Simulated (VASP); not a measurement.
# BaTiO3 (P1) in VASP: a series of runs, part 3 of 3

VASP 6.6.1.

**5. Single point, PBEsol+D4**

This run uses another cell than the first one, of 12.77 Å³/atom.

Contents of INCAR:

```
ALGO = Normal ; EDIFF = 1E-7
ENCUT = 520 ; GGA = PS
ISIF = 2 ; ISMEAR = 0
IVDW = 13 ; LASPH = True
LCHARG = False ; LREAL = False
LWAVE = False ; NBANDS = 28
NELM = 60 ; PREC = Accurate
SIGMA = 0.01
```

Contents of KPOINTS:

```
k-points
0
Gamma
  4 4 4
```

Contents of POSCAR:

```
BaTiO3
1.0
    2.8526995905      1.5858380919      2.3624893416
   -2.7562608595      1.5843705460      2.2459142835
    0.0469415024     -3.2972561834      2.3936472380
Ba Ti O
1 1 3
Direct
    0.9816000000      0.0107500000      0.9878300000
    0.4848900000      0.4884100000      0.5081000000
    0.5041000000      0.4895800000      0.0208700000
    0.0283200000      0.5017200000      0.5090800000
    0.5217800000      0.0261100000      0.4997500000
```

Potentials or basis: VASP PAW PBE potentials, release 64 (Ba_sv, Ti_sv, O).

Launch:

```console
$ cat potpaw_PBE.64/Ba_sv/POTCAR potpaw_PBE.64/Ti_sv/POTCAR potpaw_PBE.64/O/POTCAR > POTCAR
$ mpirun -np 1 vasp_std > vasp.out
```

OUTCAR:

```text
EDIFF = 1E-7
   ENCUT = 520
   GGA = PS
   ISIF = 2
   ISMEAR = 0
   IVDW = 13
   LASPH = True
   LREAL = False
   NELM = 60
   PREC = Accurate

 ion  position               nearest neighbor table
   1  0.982  0.011  0.988-   3 2.68   4 2.73   5 2.74   5 2.76   4 2.78   3 2.79   3 2.81   4 2.87
                             5 2.90   4 2.91   3 2.93   5 3.07   2 3.33   2 3.40   2 3.42   2 3.44
   2  0.485  0.488  0.508-   5 1.81   4 1.84   3 1.98   3 2.09   5 2.10   4 2.19   1 3.33   1 3.40
                             1 3.42   1 3.44   1 3.50   1 3.51   1 3.51   1 3.61
   3  0.504  0.490  0.021-   2 1.98   2 2.09   1 2.68   1 2.79   1 2.81   1 2.93
   4  0.028  0.502  0.509-   2 1.84   2 2.19   1 2.73   1 2.78   1 2.87   1 2.91
   5  0.522  0.026  0.500-   2 1.81   2 2.10   1 2.74   1 2.76   1 2.90   1 3.07

  LATTYP: Found a triclinic cell.
 ALAT       =     7.0046709601
 B/A-ratio  =     1.3153365365
 C/A-ratio  =     0.5556965619
 COS(alpha) =     0.0000182729
 COS(beta)  =     0.5548965545
 COS(gamma) =     0.7921277550

  Lattice vectors:

 A1 = (  -0.1433802334,   0.1270475455,  -7.0020508631)
 A2 = (  -2.9465825953,   5.0086742749,  -7.1497838176)
 A3 = (   2.7562608595,  -1.5843705460,  -2.2459142835)

[... 184 lines left out ...]
 cond. band min:       5.7937259979   @ k =   0.0000   0.0000   0.0000
 fundamental gap:      2.0358692216
 Fermi energy:         3.8732906296

 k-point     1 :       0.0000    0.0000    0.0000
  band No.  band energies     occupation
      1     -52.3507      2.00000
      2     -28.7745      2.00000
      3     -28.7482      2.00000
      4     -28.6718      2.00000
      5     -21.0649      2.00000
      6     -13.1652      2.00000
[... 733 lines left out ...]
     27      11.2183      0.00000
     28      11.8445      0.00000

 [... further k-points ...]

------------------------ aborting loop because EDIFF is reached ----------------------------------------

  DFT-D4 for vdW energy calculation

  Edisp (eV):   -0.62733

  FORCE on cell =-STRESS in cart. coord.  units (eV):
  Direction    XX          YY          ZZ          XY          YZ          ZX
  --------------------------------------------------------------------------------------
  -------------------------------------------------------------------------------------
  Total       1.79705     0.66069    -0.68731     0.02036     1.95174    -1.43800
  in kB      45.07993    16.57382   -17.24149     0.51081    48.96061   -36.07303
  external pressure =       14.80 kB  Pullay stress =        0.00 kB

 VOLUME and BASIS-vectors are now :
 -----------------------------------------------------------------------------
  energy-cutoff  :      520.00
  volume of cell :       63.87
      direct lattice vectors                 reciprocal lattice vectors
     2.852699590  1.585838092  2.362489342     0.175325503  0.104949100  0.141129411
    -2.756260860  1.584370546  2.245914283    -0.181398772  0.105176362  0.148438139
     0.046941502 -3.297256183  2.393647238    -0.002840243 -0.202267993  0.139203442

 POSITION                                       TOTAL-FORCE (eV/Angst)
 -----------------------------------------------------------------------------------
      2.81695     -1.68344      4.70768         0.513281     -0.399118      0.315875
      0.06091     -0.13256      3.45869        -0.556448      0.588807     -0.185578
      0.08962      1.50628      2.34044        -0.356804      0.788526      0.185624
     -1.27819     -0.83875      2.41228        -0.556033     -0.148237      0.131472
      1.43997     -0.77898      2.48757         0.956003     -0.829977     -0.447393
 -----------------------------------------------------------------------------------
    total drift:                                0.000357     -0.000306      0.000381

  FREE ENERGIE OF THE ION-ELECTRON SYSTEM (eV)
  ---------------------------------------------------
  free  energy   TOTEN  =       -42.4103834650 eV

  energy  without entropy=      -42.4103834650  energy(sigma->0) =      -42.41038347
```

OSZICAR:

```text
N       E                     dE             d eps       ncg     rms          rms(c)
DAV:   1     0.433446121189E+03    0.43345E+03   -0.20811E+04  2016   0.155E+03
DAV:   2    -0.305411893163E+01   -0.43650E+03   -0.41650E+03  2264   0.428E+02
DAV:   3    -0.494715976685E+02   -0.46417E+02   -0.45985E+02  2848   0.136E+02
DAV:   4    -0.516914971493E+02   -0.22199E+01   -0.22147E+01  3024   0.257E+01
DAV:   5    -0.517473428177E+02   -0.55846E-01   -0.55837E-01  2688   0.349E+00    0.241E+01
DAV:   6    -0.419507604675E+02    0.97966E+01   -0.51806E+01  3012   0.678E+01    0.100E+01
DAV:   7    -0.419379950780E+02    0.12765E-01   -0.97555E+00  2740   0.227E+01    0.738E+00
DAV:   8    -0.417746011805E+02    0.16339E+00   -0.84324E-01  2484   0.896E+00    0.276E+00
DAV:   9    -0.418006849558E+02   -0.26084E-01   -0.20812E-01  2792   0.299E+00    0.126E+00
DAV:  10    -0.417834953642E+02    0.17190E-01   -0.96607E-02  2516   0.320E+00    0.249E-01
DAV:  11    -0.417830880775E+02    0.40729E-03   -0.34675E-03  2524   0.465E-01    0.577E-02
DAV:  12    -0.417830606171E+02    0.27460E-04   -0.22926E-04  2456   0.123E-01    0.368E-02
DAV:  13    -0.417830583043E+02    0.23129E-05   -0.16254E-04  2688   0.127E-01    0.192E-02
DAV:  14    -0.417830562661E+02    0.20382E-05   -0.26429E-05  2596   0.394E-02    0.499E-03
DAV:  15    -0.417830564144E+02   -0.14835E-06   -0.28022E-06  2412   0.128E-02    0.652E-03
DAV:  16    -0.417830560897E+02    0.32475E-06   -0.66246E-07  2144   0.776E-03    0.122E-03
DAV:  17    -0.417830561167E+02   -0.26999E-07   -0.11854E-07  1492   0.323E-03
   1 F= -.42410383E+02 E0= -.42410383E+02  d E =-.119019E-61
```

stdout:

```text
POSCAR found type information on POSCAR BaTiO
 POSCAR found :  3 types and       5 ions
 scaLAPACK will be used
 -----------------------------------------------------------------------------
|                                                                             |
|                                                                             |
|     You enforced a specific xc type in the INCAR file but a different       |
|     I HOPE YOU KNOW WHAT YOU ARE DOING!                                     |
|                                                                             |
 -----------------------------------------------------------------------------

 LDA part: xc-table for (Slater+PW92), standard interpolation
 POSCAR, INCAR and KPOINTS ok, starting setup
 FFT: planning ... GRIDC
 FFT: planning ... GRID_SOFT
 FFT: planning ... GRID
 WAVECAR not read
 entering main loop
```

Run time: 2 min. Hardware: 1 thread of Intel Xeon 8259CL, shared host; peak memory 0.21 GiB.

What came out:

```
Free energy                : -42.4104 eV
Pressure                   : 1.5 GPa
Largest force              : 1.343 eV/Å
Band gap on the k mesh     : 2.04 eV (least direct gap 2.33 eV)
Dispersion energy per atom : -0.125 eV
```

Forces in eV/Å, atoms in the order of the input:
```
Ba   0.513 -0.399  0.316
Ti  -0.556  0.589 -0.186
O   -0.357  0.789  0.186
O   -0.556 -0.148  0.131
O    0.956 -0.830 -0.447
```

Levels at points of the mesh, in eV from the valence-band top:
```tsv
k point	band 18	band 19	band 20	band 21	band 22	band 23
(0.00, 0.00, 0.00)	-0.56	-0.42	-0.30	2.04	2.16	2.54
(0.50, 0.00, 0.00)	-1.74	-0.77	-0.74	2.17	3.71	3.82
(0.00, 0.50, 0.00)	-1.75	-1.05	-0.79	2.22	3.88	3.98
(0.50, 0.50, 0.00)	-0.68	-0.65	-0.19	3.71	3.95	4.23
(0.00, 0.00, 0.50)	-1.33	-1.24	-1.05	2.61	3.52	3.56
(0.50, 0.00, 0.50)	-1.23	-1.14	-0.21	3.59	3.87	4.02
(0.00, 0.50, 0.50)	-0.96	-0.89	-0.13	3.59	4.00	4.22
(0.50, 0.50, 0.50)	-0.16	-0.12	0.00	4.27	4.43	4.53
```

Caveat: the PAW data sets were made with another functional, which shifts forces and pressure a little; spin-orbit coupling is left out, which moves the levels of the heavy elements. A k mesh can miss the band edges.

**6. Single point, PBEsol+D4**

This run uses another cell than the first one, of 12.90 Å³/atom.

Contents of INCAR:

```
SYSTEM = BaTiO3
PREC = Accurate
ENCUT = 520
EDIFF = 1E-6
ISMEAR = 0
SIGMA = 0.01
LREAL = .False.
LASPH = .True.
NELM = 100
ALGO = Normal
ISIF = 2
LWAVE = .False.
LCHARG = .False.
GGA = PS
IVDW = 13
NBANDS = 28
```

Contents of KPOINTS:

```
regular mesh
0
Gamma
  4 4 4
  0 0 0
```

POSCAR, as its differences from that of step 5:

```diff
@@ -2,5 +2,5 @@
 1.0
-    2.8526995905      1.5858380919      2.3624893416
-   -2.7562608595      1.5843705460      2.2459142835
-    0.0469415024     -3.2972561834      2.3936472380
+    2.8622245346      1.5911330831      2.3703775114
+   -2.7654638021      1.5896606371      2.2534132182
+    0.0470982364     -3.3082654677      2.4016394416
 Ba Ti O
```

Potentials or basis: VASP PAW PBE potentials, release 64 (Ba_sv, Ti_sv, O).

Launch:

```console
$ cat potpaw_PBE.64/Ba_sv/POTCAR potpaw_PBE.64/Ti_sv/POTCAR potpaw_PBE.64/O/POTCAR > POTCAR
$ mpirun -np 1 vasp_std > vasp.out
```

OUTCAR:

```text
SYSTEM = BaTiO3
   PREC = Accurate
   ENCUT = 520
   EDIFF = 1E-6
   ISMEAR = 0
   LREAL = .False.
   LASPH = .True.
   NELM = 100
   ISIF = 2
   GGA = PS
   IVDW = 13

 ion  position               nearest neighbor table
   1  0.982  0.011  0.988-   3 2.69   4 2.74   5 2.75   5 2.77   4 2.79   3 2.80   3 2.82   4 2.88
                             5 2.91   4 2.92   3 2.94   5 3.08   2 3.34   2 3.41   2 3.43   2 3.45
   2  0.485  0.488  0.508-   5 1.81   4 1.85   3 1.99   3 2.10   5 2.10   4 2.20   1 3.34   1 3.41
                             1 3.43   1 3.45   1 3.51   1 3.52   1 3.53   1 3.62
[... 960 lines left out ...]
  -------------------------------------------------------------------------------------
  Total       1.03803    -0.00503    -1.35757     0.03231     1.90760    -1.40339
  in kB      25.78042    -0.12486   -33.71653     0.80252    47.37695   -34.85465
  external pressure =       -2.69 kB  Pullay stress =        0.00 kB

 VOLUME and BASIS-vectors are now :
 -----------------------------------------------------------------------------
  energy-cutoff  :      520.00
  volume of cell :       64.51
      direct lattice vectors                 reciprocal lattice vectors
     2.862224535  1.591133083  2.370377511     0.174742053  0.104599849  0.140659759
    -2.765463802  1.589660637  2.253413218    -0.180795111  0.104826355  0.147944164
     0.047098236 -3.308265468  2.401639442    -0.002830791 -0.201594883  0.138740199

 POSITION                                       TOTAL-FORCE (eV/Angst)
 -----------------------------------------------------------------------------------
      2.82636     -1.68906      4.72340         0.484498     -0.386583      0.303656
      0.06111     -0.13300      3.47023        -0.537348      0.539201     -0.298709
      0.08991      1.51131      2.34826        -0.344826      0.757755      0.196437
     -1.28245     -0.84155      2.42034        -0.477112     -0.119623      0.186995
      1.44478     -0.78158      2.49587         0.874788     -0.790750     -0.388379
 -----------------------------------------------------------------------------------
    total drift:                                0.000067     -0.000226      0.000283

  FREE ENERGIE OF THE ION-ELECTRON SYSTEM (eV)
  ---------------------------------------------------
  free  energy   TOTEN  =       -42.4134997375 eV

  energy  without entropy=      -42.4134997375  energy(sigma->0) =      -42.41349974
```

OSZICAR:

```text
N       E                     dE             d eps       ncg     rms          rms(c)
DAV:   1     0.434402836866E+03    0.43440E+03   -0.20811E+04  2016   0.154E+03
DAV:   2    -0.403500711417E+01   -0.43844E+03   -0.41722E+03  2280   0.430E+02
DAV:   3    -0.494906570497E+02   -0.45456E+02   -0.45050E+02  2812   0.136E+02
DAV:   4    -0.517413309366E+02   -0.22507E+01   -0.22452E+01  3048   0.259E+01
DAV:   5    -0.518011217735E+02   -0.59791E-01   -0.59780E-01  2728   0.340E+00    0.238E+01
DAV:   6    -0.419987782170E+02    0.98023E+01   -0.53035E+01  2992   0.674E+01    0.101E+01
DAV:   7    -0.419567747463E+02    0.42003E-01   -0.98645E+00  2748   0.228E+01    0.726E+00
DAV:   8    -0.417852781726E+02    0.17150E+00   -0.87113E-01  2512   0.904E+00    0.275E+00
DAV:   9    -0.418113252064E+02   -0.26047E-01   -0.20668E-01  2812   0.300E+00    0.129E+00
DAV:  10    -0.417933192967E+02    0.18006E-01   -0.96289E-02  2524   0.322E+00    0.241E-01
DAV:  11    -0.417930146354E+02    0.30466E-03   -0.32943E-03  2568   0.445E-01    0.595E-02
DAV:  12    -0.417929775566E+02    0.37079E-04   -0.21606E-04  2488   0.113E-01    0.375E-02
DAV:  13    -0.417929735722E+02    0.39844E-05   -0.16582E-04  2680   0.130E-01    0.197E-02
DAV:  14    -0.417929715334E+02    0.20388E-05   -0.22713E-05  2492   0.354E-02    0.580E-03
DAV:  15    -0.417929717619E+02   -0.22854E-06   -0.27898E-06  1932   0.123E-02
   1 F= -.42413500E+02 E0= -.42413500E+02  d E =-.160652E-53
```

stdout:

```text
POSCAR found type information on POSCAR BaTiO
 POSCAR found :  3 types and       5 ions
 scaLAPACK will be used
 -----------------------------------------------------------------------------
|                                                                             |
|                                                                             |
|     You enforced a specific xc type in the INCAR file but a different       |
|     I HOPE YOU KNOW WHAT YOU ARE DOING!                                     |
|                                                                             |
 -----------------------------------------------------------------------------

 LDA part: xc-table for (Slater+PW92), standard interpolation
 POSCAR, INCAR and KPOINTS ok, starting setup
 FFT: planning ... GRIDC
 FFT: planning ... GRID_SOFT
 FFT: planning ... GRID
 WAVECAR not read
 entering main loop
```

It took 87 s on 1 thread of Intel Xeon 8259CL, shared host; peak memory 0.21 GiB.

Results:

```
Free energy                : -42.4135 eV
Pressure                   : -0.3 GPa
Largest force              : 1.242 eV/Å
Band gap on the k mesh     : 2.01 eV (least direct gap 2.32 eV)
Dispersion energy per atom : -0.124 eV
```

Forces in eV/Å, atoms in the order of the input:
```
Ba   0.484 -0.387  0.304
Ti  -0.537  0.539 -0.299
O   -0.345  0.758  0.196
O   -0.477 -0.120  0.187
O    0.875 -0.791 -0.388
```

Levels at points of the mesh, in eV from the valence-band top:
| k point | band 18 | band 19 | band 20 | band 21 | band 22 | band 23 |
| --- | --- | --- | --- | --- | --- | --- |
| (0.00, 0.00, 0.00) | -0.56 | -0.43 | -0.30 | 2.01 | 2.14 | 2.51 |
| (0.50, 0.00, 0.00) | -1.73 | -0.77 | -0.74 | 2.15 | 3.66 | 3.76 |
| (0.00, 0.50, 0.00) | -1.74 | -1.05 | -0.79 | 2.19 | 3.83 | 3.92 |
| (0.50, 0.50, 0.00) | -0.69 | -0.66 | -0.19 | 3.66 | 3.90 | 4.17 |
| (0.00, 0.00, 0.50) | -1.31 | -1.23 | -1.05 | 2.58 | 3.47 | 3.51 |
| (0.50, 0.00, 0.50) | -1.23 | -1.14 | -0.20 | 3.54 | 3.82 | 3.96 |
| (0.00, 0.50, 0.50) | -0.96 | -0.90 | -0.13 | 3.54 | 3.95 | 4.16 |
| (0.50, 0.50, 0.50) | -0.16 | -0.12 | 0.00 | 4.21 | 4.37 | 4.46 |

Caveat: the PAW data sets were made with another functional, which shifts forces and pressure a little; spin-orbit coupling is left out, which moves the levels of the heavy elements. A k mesh can miss the band edges.

**7. The runs side by side**

```tsv
cell	gap on the mesh (eV)	pressure (GPa)	largest force (eV/Å)
a = 4.036, b = 3.899, c = 4.082 Å, angles 89.9, 88.0, 90.2°, 5 atoms, atomic positions A	2.02	0.6	1.28
a = 4.036, b = 3.899, c = 4.082 Å, angles 89.9, 88.0, 90.2°, 5 atoms, atomic positions B	2.01	0.4	1.26
a = 4.029, b = 3.892, c = 4.075 Å, angles 89.9, 88.0, 90.2°, 5 atoms, atomic positions A	2.04	1.5	1.34
a = 4.043, b = 3.905, c = 4.088 Å, angles 89.9, 88.0, 90.2°, 5 atoms, atomic positions A	2.01	-0.3	1.24
```

Alike in all rows: task single point; level PBEsol+D4; potentials or basis VASP PAW PBE potentials, release 64 (Ba_sv, Ti_sv, O); no spin polarisation; k mesh 4 × 4 × 4; cutoff (eV) 520; smearing gaussian 0.01 eV.

Caveats: the PAW data sets were made with another functional, which shifts forces and pressure a little; spin-orbit coupling is left out, which moves the levels of the heavy elements.

Total energies depend on the potentials used, so only differences within one code and one set of settings carry meaning.
